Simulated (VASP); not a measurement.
Write the native input for VASP 6.6.1 that does the following.

| Quantity | Value |
| --- | --- |
| Task | single point |
| Functional | r2SCAN |
| Potentials or basis | VASP PAW PBE potentials, release 64 (Sn_d, O) |
| Cutoff | 520 eV |
| k mesh | 8 × 8 × 8 |
| Occupations | fermi-dirac, width 0.02 eV |
| Spin | no spin polarisation |
| Dipole correction | no |
| Further INCAR settings | ALGO = Normal; EDIFF = 1e-06; NBANDS = 20 |

Crystal: SnO2.

```
CELL_PARAMETERS angstrom
0.00000 2.53347 2.53347
2.53347 0.00000 2.53347
2.53347 2.53347 0.00000
ATOMIC_POSITIONS crystal
Sn 0.00000 0.00000 0.00000
O 0.75000 0.75000 0.75000
O 0.25000 0.25000 0.25000
```

The input as run:

POSCAR

```
SnO2
1.0
    0.0000000000      2.5334672578      2.5334672578
    2.5334672578      0.0000000000      2.5334672578
    2.5334672578      2.5334672578      0.0000000000
Sn O
1 2
Direct
    0.0000000000      0.0000000000      0.0000000000
    0.7500000000      0.7500000000      0.7500000000
    0.2500000000      0.2500000000      0.2500000000
```

INCAR.step1

```
SYSTEM = SnO2
PREC     = Accurate       ! precision mode
ENCUT    = 520            ! plane-wave cutoff, eV
ISMEAR   = -1             ! smearing method
SIGMA    = 0.02           ! smearing width, eV
LREAL    = .False.        ! projectors in reciprocal space
LASPH    = .True.         ! aspherical terms in the spheres
NELM     = 80             ! most SCF steps
NBANDS   = 20             ! bands
GGA      = PE             ! functional
ALGO     = Normal         ! electronic algorithm
EDIFF    = 1E-4           ! SCF threshold, eV
LWAVE    = .True.         ! write WAVECAR
LCHARG   = .False.        ! write CHGCAR
```

INCAR.step2

```
SYSTEM = SnO2
PREC     = Accurate       ! precision mode
ENCUT    = 520            ! plane-wave cutoff, eV
EDIFF    = 1E-6           ! SCF threshold, eV
ISMEAR   = -1             ! smearing method
SIGMA    = 0.02           ! smearing width, eV
LREAL    = .False.        ! projectors in reciprocal space
LASPH    = .True.         ! aspherical terms in the spheres
NELM     = 80             ! most SCF steps
ALGO     = Normal         ! electronic algorithm
ISIF     = 2              ! what is computed and relaxed
LWAVE    = .False.        ! write WAVECAR
LCHARG   = .True.         ! write CHGCAR
METAGGA  = R2SCAN         ! meta-GGA
LMIXTAU  = .True.       
LELF     = .True.         ! ELF
LVHAR    = .True.       
NBANDS   = 20             ! bands
ISTART   = 1
```

KPOINTS

```
Automatic mesh
0
Gamma
  8 8 8
  0 0 0
```

Potentials or basis: VASP PAW PBE potentials, release 64 (Sn_d, O).

Launch:

```console
$ cat potpaw_PBE.64/Sn_d/POTCAR potpaw_PBE.64/O/POTCAR > POTCAR
$ cp INCAR.step1 INCAR
$ mpirun -np 1 vasp_std > vasp.out
$ cp INCAR.step2 INCAR
$ mpirun -np 1 vasp_std > vasp.out
```

It gave:

| Quantity | Value |
| --- | --- |
| Pressure | 1.4 GPa |
| Band gap on the k mesh | 0.86 eV, indirect (least direct gap 2.29 eV) |

Caveat: the PAW data sets were made with another functional, which shifts forces and pressure a little; spin-orbit coupling is left out, which moves the levels of the heavy elements.

Wall time 53 s on 1 thread of Intel(R) Xeon(R) Platinum 8488C (Sapphire Rapids), on a shared host, peak memory 0.17 GiB.
